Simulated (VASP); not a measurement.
The system is Rh.

```
Rh
1.0
     0.00000    2.64786    2.64786
     2.64786    0.00000    2.64786
     2.64786    2.64786    0.00000
Rh
2
Direct
  0.12500 0.12500 0.12500
  0.87500 0.87500 0.87500
```

This isn't the form of Rh at room conditions, which is fcc.

- Program: VASP 6.6.1
- Task: relaxation of cell and atoms
- Functional: LDA
- Potentials or basis: VASP PAW LDA potentials, release 64 (Rh_pv)
- Cutoff: 600 eV
- k mesh: 10 × 10 × 10
- Occupations: fermi-dirac, width 0.1 eV
- Spin: no spin polarisation

At the start: pressure 10.8 GPa; volume 18.56 Å³/atom.

**Question.** Where does the relaxation end?

**Answer.** Over 4 steps the energy falls by 35.2 meV/atom and the volume is 19.68 Å³/atom (+6.0 %); space group Fd-3m (No. 227, to 0.1 Å) before and after.

Step by step:
```tsv
step	energy change (eV)	largest force (eV/Å)	pressure (GPa)	volume (Å³)
1	0.0000	0.0000	10.77	37.13
2	0.1698	0.0000	-13.96	44.25
3	-0.0703	0.0000	-0.37	39.44
4	-0.0704	0.0000	-0.03	39.36
```

Final structure:
```cif
data_structure
_symmetry_space_group_name_H-M 'P 1'
_symmetry_Int_Tables_number 1
_cell_length_a 3.8181
_cell_length_b 3.8181
_cell_length_c 3.8181
_cell_angle_alpha 60.000
_cell_angle_beta 60.000
_cell_angle_gamma 60.000
_cell_volume 39.36
loop_
_atom_site_label
_atom_site_type_symbol
_atom_site_fract_x
_atom_site_fract_y
_atom_site_fract_z
_atom_site_occupancy
Rh1 Rh 0.12500 0.12500 0.12500 1
Rh2 Rh 0.87500 0.87500 0.87500 1
```
